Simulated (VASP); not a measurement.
# Rh (P2_1/m) in VASP: notebook

Rh is run at these levels: PBEsol; tasks: single point.

Everything below comes from runs of VASP 6.6.1. Logs are shortened: lines on timing, memory, paths and dates and some standing lists are left out, and cuts for length are marked.

### Step 1. The cell of the first run

It takes space group P2_1/m (No. 11, monoclinic). The conventional cell has a = 2.731 Å, b = 4.428 Å, c = 2.731 Å, α = 90.00°, β = 120.00°, γ = 90.00°. Within 3.6 Å of Rh (site symmetry m) lie 14 Rh at 2.63 to 3.58 Å.

### Step 2. Single point, PBEsol (atom 1 (Rh) moved by (-0.300, -0.150) A along x and y)

File INCAR:

```
SYSTEM = Rh
PREC = Accurate
ENCUT = 520
EDIFF = 1E-6
ISMEAR = 0
SIGMA = 0.15
LREAL = .False.
LASPH = .True.
NELM = 80
ALGO = Fast
ISIF = 2
LWAVE = .False.
LCHARG = .False.
GGA = PS
NBANDS = 22
```

File KPOINTS:

```
Automatic mesh
0
Gamma
  18 18 12
  0 0 0
```

File POSCAR:

```
Rh
1.0
    2.7309790422      0.0000000000      0.0000000000
   -1.3654895211      2.3650972278      0.0000000000
    0.0000000000      0.0000000000      4.4284890000
Rh
2
Direct
    0.5251047819      0.2699109936      0.7500000000
    0.3333333333      0.6666666667      0.2500000000
```

Potentials or basis: VASP PAW PBE potentials, release 64 (Rh_pv).

On the command line:

```bash
> cat potpaw_PBE.64/Rh_pv/POTCAR > POTCAR
> mpirun -np 1 vasp_std > vasp.out
```

OUTCAR:

```text
SYSTEM = Rh
   PREC = Accurate
   ENCUT = 520
   EDIFF = 1E-6
   ISMEAR = 0
   LREAL = .False.
   LASPH = .True.
   NELM = 80
   ISIF = 2
   GGA = PS

 ion  position               nearest neighbor table
   1  0.525  0.270  0.750-   2 2.63   2 2.63   2 2.65   2 2.65   2 2.93   2 2.93
   2  0.333  0.667  0.250-   1 2.63   1 2.63   1 2.65   1 2.65   1 2.93   1 2.93

  LATTYP: Found a hexagonal cell.
 ALAT       =     2.7309790422
 C/A-ratio  =     1.6215756077

  Lattice vectors:

 A1 = (   2.7309790422,   0.0000000000,   0.0000000000)
 A2 = (  -1.3654895211,   2.3650972278,   0.0000000000)
 A3 = (   0.0000000000,   0.0000000000,   4.4284890000)

Analysis of symmetry for initial positions (statically):
=====================================================================
 Subroutine PRICEL returns:
 Original cell was already a primitive cell.

 Routine SETGRP: Setting up the symmetry group for a
 hexagonal supercell.

 Subroutine GETGRP returns: Found  4 space group operations
 (whereof  1 operations were pure point group operations)
 out of a pool of 24 trial point group operations.

The static configuration has the point symmetry C_1 .
 The point group associated with its full space group is C_2h.

Analysis of symmetry for dynamics (positions and initial velocities):
=====================================================================
 Subroutine PRICEL returns:
 Original cell was already a primitive cell.

 Routine SETGRP: Setting up the symmetry group for a
 hexagonal supercell.

 Subroutine GETGRP returns: Found  4 space group operations
 (whereof  1 operations were pure point group operations)
 out of a pool of 24 trial point group operations.

The dynamic configuration has the point symmetry C_1 .
 The point group associated with its full space group is C_2h.

 Subroutine INISYM returns: Found  4 space group operations
 (whereof  1 operations are pure point group operations),
 and found     1 'primitive' translations

----------------------------------------------------------------------------------------

                                     Primitive cell

  volume of cell :      28.6037

  direct lattice vectors                    reciprocal lattice vectors
     2.730979042  0.000000000  0.000000000     0.366169049  0.211407799  0.000000000
    -1.365489521  2.365097228  0.000000000     0.000000000  0.422815599  0.000000000
     0.000000000  0.000000000  4.428489000     0.000000000  0.000000000  0.225810655

  length of vectors
     2.730979042  2.730979042  4.428489000     0.422815599  0.422815599  0.225810655

  position of ions in fractional coordinates (direct lattice)
     0.525104782  0.269910994  0.750000000
     0.333333333  0.666666667  0.250000000

  ion indices of the primitive-cell ions
   primitive index   ion index
                 1           1
                 2           2

----------------------------------------------------------------------------------------

 KPOINTS: Automatic mesh

Automatic generation of k-mesh.
 Grid dimensions read from file:
 generate k-points for:   18   18   12

 Generating k-lattice:

  Cartesian coordinates                     Fractional coordinates (reciprocal lattice)
     0.020342725  0.011744878  0.000000000     0.055555556  0.000000000  0.000000000
     0.000000000  0.023489755  0.000000000     0.000000000  0.055555556  0.000000000
     0.000000000  0.000000000  0.018817555     0.000000000  0.000000000  0.083333333

  Length of vectors
     0.023489755  0.023489755  0.018817555

  Shift w.r.t. Gamma in fractional coordinates (k-lattice)
     0.000000000  0.000000000  0.000000000

 Subroutine IBZKPT returns following result:
 ===========================================

 Found   1148 irreducible k-points:

 Following reciprocal coordinates:
            Coordinates               Weight
  0.000000  0.000000  0.000000      1.000000
  0.055556  0.000000  0.000000      2.000000
  0.000000  0.055556  0.000000      2.000000
 -0.055556  0.055556  0.000000      2.000000
  0.111111  0.000000  0.000000      2.000000
  0.000000  0.111111  0.000000      2.000000
[... 16 lines left out ...]
  0.444444 -0.000000  0.000000      2.000000
  0.000000  0.444444  0.000000      2.000000
 [... further k-points ...]
   k-points           NKPTS =   1148   k-points in BZ     NKDIM =   1148   number of bands    NBANDS=     22
   number of dos      NEDOS =    301   number of ions     NIONS =      2
   total plane-waves  NPLWV =  14400
   dimension x,y,z NGX =    20 NGY =   20 NGZ =   36
   dimension x,y,z NGXF=    40 NGYF=   40 NGZF=   72
   ions per type =               2
   NGX,Y,Z   is equivalent  to a cutoff of  12.17, 12.17, 13.51 a.u.
   NGXF,Y,Z  is equivalent  to a cutoff of  24.35, 24.35, 27.03 a.u.
 SYSTEM =  Rh
   PREC   = accura    normal or accurate (medium, high low for compatibility)
   ISTART =      0    job   : 0-new  1-cont  2-samecut
   ICHARG =      2    charge: 1-file 2-atom 10-const
   ISPIN  =      1    spin polarized calculation?
   LNONCOLLINEAR =      F non collinear calculations
   LSORBIT =      F    spin-orbit coupling
   LASPH  =      T    aspherical Exc in radial PAW
   ENCUT  =  520.0 eV  38.22 Ry    6.18 a.u.   5.08  5.08  8.23*2*pi/ulx,y,z
   NELM   =     80;   NELMIN=  2; NELMDL= -5     # of ELM steps
   EDIFF  = 0.1E-05   stopping-criterion for ELM
   LREAL  =      F    real-space projection
   EDIFFG = 0.1E-04   stopping-criterion for IOM
   NSW    =      0    number of steps for IOM
   IBRION =     -1    ionic relax: 0-MD 1-quasi-New 2-CG
   NFREE  =      0    steps in history (QN), initial steepest desc. (CG)
   ISIF   =      2    stress and relaxation
   ISYM   =      2    0-nonsym 1-usesym 2-fastsym
   POTIM  = 0.5000    time-step for ionic-motion
   TEBEG  =    0.0;   TEEND  =   0.0 temperature during run
   PSTRESS=    0.0 pullay stress
   NELECT =      30.0000    total number of electrons
   NUPDOWN=      -1.0000    fix difference up-down
   EMIN   =  10.00;   EMAX   =-10.00  energy-range for DOS
   EFERMI =   0.00;   METHOD = LEGACY
   ISMEAR =     0;   SIGMA  =   0.15  broadening in eV -4-tet -1-fermi 0-gaus
   EFERMI_NEDOS =   21; number of points for ismear=-14 and -15
   IALGO  =     68    algorithm
   IMIX   =      4    mixing-type and parameters
     AMIX     =   0.40;   BMIX     =  1.00
     AMIX_MAG =   1.60;   BMIX_MAG =  1.00
  volume/ion in A,a.u.               =      14.30        96.51
  Fermi-wavevector in a.u.,A,eV,Ry     =   1.663314  3.143208 37.642066  2.766614
  Thomas-Fermi vector in A             =   2.750053
   LORBIT       =      0    0 simple, 1 ext, 2 COOP (PROOUT), +10 PAW based schemes
   GGA     = PS    functional components
   LHFCALC =     F    Hartree Fock is set to
   AEXX    =    0.0000 exact exchange contribution
   IVDW    =     0    specifies the selected vdW correction
   LEPSILON=     F    determine dielectric tensor
   LRPA    =     F    only Hartree local field effects (RPA)
 non-spin polarized calculation
 RMM-DIIS sequential band-by-band and
 Gauss-broadening in eV      SIGMA  =   0.15
  energy-cutoff  :      520.00
  volume of cell :       28.60
 maximum number of plane-waves:       785
   NGX = 11   NGY = 11   NGZ = 17

 number of electron      30.0000001 magnetization

 Free energy of the ion-electron system (eV)
  ---------------------------------------------------
  ext. energy  EPLUGINS =         0.00000000
  ---------------------------------------------------
  free energy    TOTEN  =       -15.97682966 eV

  energy without entropy =      -15.93425300  energy(sigma->0) =      -15.95554133

 E-fermi :  11.0576     XC(G=0): -13.9558

 val. band max:       11.0548462639   @ k =  -0.1667   0.5000   0.0833
 cond. band min:      11.0576522218   @ k =   0.3333  -0.0556  -0.4167
 fundamental gap:      0.0028059579
 Fermi energy:        11.0575508054

 k-point     1 :       0.0000    0.0000    0.0000
  band No.  band energies     occupation
      1     -35.8758      2.00000
      2     -35.3737      2.00000
      3     -35.2095      2.00000
      4     -35.1659      2.00000
      5     -35.1620      2.00000
      6     -35.1566      2.00000
[... 14 lines left out ...]
     21      28.8188      0.00000
     22      29.0080      0.00000

 k-point     2 :       0.0556    0.0000    0.0000
  band No.  band energies     occupation
      1     -35.8715      2.00000
      2     -35.3776      2.00000
      3     -35.2126      2.00000
      4     -35.1832      2.00000
      5     -35.1664      2.00000
      6     -35.1648      2.00000
[... 14 lines left out ...]
     21      28.7483      0.00000
     22      29.0770      0.00000

 k-point     3 :       0.0000    0.0556    0.0000
  band No.  band energies     occupation
      1     -35.8688      2.00000
      2     -35.3846      2.00000
      3     -35.2245      2.00000
      4     -35.1705      2.00000
      5     -35.1693      2.00000
      6     -35.1588      2.00000
[... 14 lines left out ...]
     21      28.9405      0.00000
     22      29.1536      0.00000

 k-point     4 :      -0.0556    0.0556    0.0000
  band No.  band energies     occupation
      1     -35.8687      2.00000
      2     -35.3848      2.00000
      3     -35.2240      2.00000
      4     -35.1707      2.00000
      5     -35.1694      2.00000
      6     -35.1589      2.00000
[... 14 lines left out ...]
     21      28.9450      0.00000
     22      29.1553      0.00000

 k-point     5 :       0.1111    0.0000    0.0000
  band No.  band energies     occupation
      1     -35.8589      2.00000
      2     -35.3889      2.00000
      3     -35.2345      2.00000
      4     -35.2214      2.00000
      5     -35.1981      2.00000
      6     -35.1681      2.00000
[... 14 lines left out ...]
     21      28.3663      0.00000
     22      29.2278      0.00000

 k-point     6 :       0.0000    0.1111    0.0000
  band No.  band energies     occupation
      1     -35.8479      2.00000
      2     -35.4169      2.00000
      3     -35.2681      2.00000
      4     -35.1927      2.00000
      5     -35.1796      2.00000
      6     -35.1660      2.00000
[... 14 lines left out ...]
     21      29.2218      0.00000
     22      29.5656      0.00000

 k-point     7 :      -0.1111    0.1111    0.0000
  band No.  band energies     occupation
      1     -35.8476      2.00000
      2     -35.4175      2.00000
      3     -35.2668      2.00000
      4     -35.1934      2.00000
      5     -35.1800      2.00000
      6     -35.1660      2.00000
[... 324 lines left out ...]
      6     -35.1889      2.00000
[... 14 lines left out ...]
     21      24.8746      0.00000
     22      26.9649      0.00000

 k-point    21 :       0.0000    0.3889    0.0000
  band No.  band energies     occupation
      1     -35.7305      2.00000
      2     -35.6535      2.00000
      3     -35.5991      2.00000
      4     -35.3352      2.00000
      5     -35.3335      2.00000
      6     -35.2372      2.00000
[... 14 lines left out ...]
     21      25.5247      0.00000
     22      25.9617      0.00000

 k-point    22 :      -0.3889    0.3889    0.0000
  band No.  band energies     occupation
      1     -35.7310      2.00000
      2     -35.6534      2.00000
      3     -35.5911      2.00000
      4     -35.3433      2.00000
      5     -35.3348      2.00000
      6     -35.2357      2.00000
[... 14 lines left out ...]
     21      25.4413      0.00000
     22      25.8627      0.00000

 k-point    23 :       0.4444   -0.0000    0.0000
  band No.  band energies     occupation
      1     -35.7262      2.00000
      2     -35.6869      2.00000
      3     -35.5563      2.00000
      4     -35.4976      2.00000
      5     -35.3087      2.00000
      6     -35.1922      2.00000
[... 14 lines left out ...]
     21      24.2344      0.00000
     22      26.5802      0.00000

 k-point    24 :       0.0000    0.4444    0.0000
  band No.  band energies     occupation
      1     -35.7673      2.00000
      2     -35.6963      2.00000
      3     -35.5435      2.00000
      4     -35.3801      2.00000
      5     -35.3468      2.00000
      6     -35.2455      2.00000
[... 14 lines left out ...]
     21      24.8980      0.00000
     22      24.9584      0.00000

 [... further k-points ...]

------------------------ aborting loop because EDIFF is reached ----------------------------------------

  FORCE on cell =-STRESS in cart. coord.  units (eV):
  Direction    XX          YY          ZZ          XY          YZ          ZX
  --------------------------------------------------------------------------------------
  -------------------------------------------------------------------------------------
  Total       -2.4129071     -2.2756331     -1.2971454     -0.2200512      0.0000000      0.0000000
  in kB     -135.1537982   -127.4646886    -72.6568044    -12.3256947      0.0000000      0.0000000
  external PRESSURE =    -111.7584304 kB  Pullay stress =       0.0000000 kB

 VOLUME and BASIS-vectors are now :
 -----------------------------------------------------------------------------
  energy-cutoff  :      520.00
  volume of cell :       28.60
      direct lattice vectors                 reciprocal lattice vectors
     2.730979042  0.000000000  0.000000000     0.366169049  0.211407799  0.000000000
    -1.365489521  2.365097228  0.000000000     0.000000000  0.422815599  0.000000000
     0.000000000  0.000000000  4.428489000     0.000000000  0.000000000  0.225810655

 POSITION                                       TOTAL-FORCE (eV/Angst)
 -----------------------------------------------------------------------------------
      1.06549      0.63837      3.32137         0.798262      0.371418      0.000000
     -0.00000      1.57673      1.10712        -0.798262     -0.371418      0.000000
 -----------------------------------------------------------------------------------
    total drift:                               -0.000003      0.000008      0.000000

  FREE ENERGIE OF THE ION-ELECTRON SYSTEM (eV)
  ---------------------------------------------------
  free  energy   TOTEN  =       -15.9768296637 eV

  energy  without entropy=      -15.9342529969  energy(sigma->0) =      -15.95554133
```

Wall time 11 min (1 thread of Oxide Virtual Turin-like, shared host); peak memory 0.57 GiB.

What came out:

```
Free energy            : -15.9768 eV
Pressure               : -11.2 GPa
Largest force          : 0.880 eV/Å
Band gap on the k mesh : zero (bands 15 and 16 overlap by 2.19 eV)
```

Forces in eV/Å, atoms in the order of the input:
```
Rh   0.798  0.371  0.000
Rh  -0.798 -0.371  0.000
```

Levels at points of the mesh, in eV from the Fermi level:
```
           k point  band 12  band 13  band 14  band 15  band 16  band 17  band 18  band 19
(0.00, 0.00, 0.00)    -2.40    -2.14    -2.05    -0.73    -0.60     0.77     0.91     8.32
(0.50, 0.00, 0.00)    -1.32    -1.06     0.56     0.74     0.87     2.02     5.90     8.70
(0.00, 0.50, 0.00)    -2.37    -2.36     0.13     0.47     0.81     3.38     4.56    10.71
(0.50, 0.50, 0.00)    -2.45    -2.30     0.18     0.46     0.83     3.49     4.46    10.88
(0.00, 0.00, 0.50)    -2.82    -2.70    -2.70    -0.67    -0.67    -0.25    -0.25    14.76
(0.50, 0.00, 0.50)    -1.60    -1.16    -1.16     0.69     0.69     3.77     3.77     7.94
(0.00, 0.50, 0.50)    -1.20     0.36     0.36     0.69     0.69     2.20     2.20     9.38
(0.50, 0.50, 0.50)    -1.21     0.43     0.43     0.70     0.70     2.10     2.10     9.45
```

Caveat: the cell differs from its parent crystal (atom 1 (Rh) moved by (-0.300, -0.150) A along x and y); the stress differs along the axes, from -14 to -7 GPa; the PAW data sets were made with another functional, which shifts forces and pressure a little.

### Step 3. Single point, PBEsol (atom 1 (Rh) moved by (-0.300, +0.150) A along x and y)

File INCAR:

```
SYSTEM = Rh
PREC     = Accurate       ! precision mode
ENCUT    = 520            ! plane-wave cutoff, eV
EDIFF    = 1E-7           ! SCF threshold, eV
ISMEAR   = 0              ! smearing method
SIGMA    = 0.15           ! smearing width, eV
LREAL    = .FALSE.        ! projectors in reciprocal space
LASPH    = .TRUE.         ! aspherical terms in the spheres
NELM     = 100            ! most SCF steps
ALGO     = Fast           ! electronic algorithm
ISIF     = 2              ! what is computed and relaxed
LWAVE    = .FALSE.        ! write WAVECAR
LCHARG   = .FALSE.        ! write CHGCAR
GGA      = PS             ! functional
NBANDS   = 22             ! bands
```

File KPOINTS:

```
Automatic mesh
0
G
  18 18 12
  0 0 0
```

POSCAR: that of step 2 with these lines changed.

```diff
@@ -8,3 +8,3 @@
 Direct
-    0.5251047819      0.2699109936      0.7500000000
+    0.5885271217      0.3967556731      0.7500000000
     0.3333333333      0.6666666667      0.2500000000
```

Potentials or basis: VASP PAW PBE potentials, release 64 (Rh_pv).

On the command line:

```bash
> cat potpaw_PBE.64/Rh_pv/POTCAR > POTCAR
> mpirun -np 1 vasp_std > vasp.out
```

It took 15 min on 1 thread of Oxide Virtual Turin-like, shared host; peak memory 0.56 GiB.

Results (log left out):

| Property | Result |
| --- | --- |
| Free energy | -15.9370 eV |
| Pressure | -10.0 GPa |
| Largest force | 1.183 eV/Å |
| Band gap on the k mesh | zero (bands 15 and 16 overlap by 2.57 eV) |

Forces on the atoms (eV/Å):
```
Rh   1.037 -0.569  0.000
Rh  -1.037  0.569  0.000
```

Stress tensor (GPa, compression positive):
```
-10.17  -2.85   0.00
 -2.85 -13.62   0.00
  0.00   0.00  -6.11
```

Levels at points of the mesh, in eV from the Fermi level:
```csv
k point,band 13,band 14,band 15,band 16,band 17,band 18
"(0.00, 0.00, 0.00)",-2.24,-1.97,-0.90,-0.68,0.59,0.70
"(0.50, 0.00, 0.00)",-1.55,0.24,0.60,0.61,2.40,5.42
"(0.00, 0.50, 0.00)",-1.65,0.16,0.58,0.63,2.50,5.33
"(0.50, 0.50, 0.00)",-2.05,0.33,0.52,0.87,3.87,3.95
"(0.00, 0.00, 0.50)",-2.65,-2.65,-0.58,-0.58,-0.21,-0.21
"(0.50, 0.00, 0.50)",-0.43,-0.43,0.64,0.64,3.23,3.23
"(0.00, 0.50, 0.50)",-0.34,-0.34,0.64,0.64,3.11,3.11
"(0.50, 0.50, 0.50)",0.59,0.59,0.76,0.76,1.69,1.69
```

Caveat: the cell differs from its parent crystal (atom 1 (Rh) moved by (-0.300, +0.150) A along x and y); the stress differs along the axes, from -14 to -6 GPa; the PAW data sets were made with another functional, which shifts forces and pressure a little.
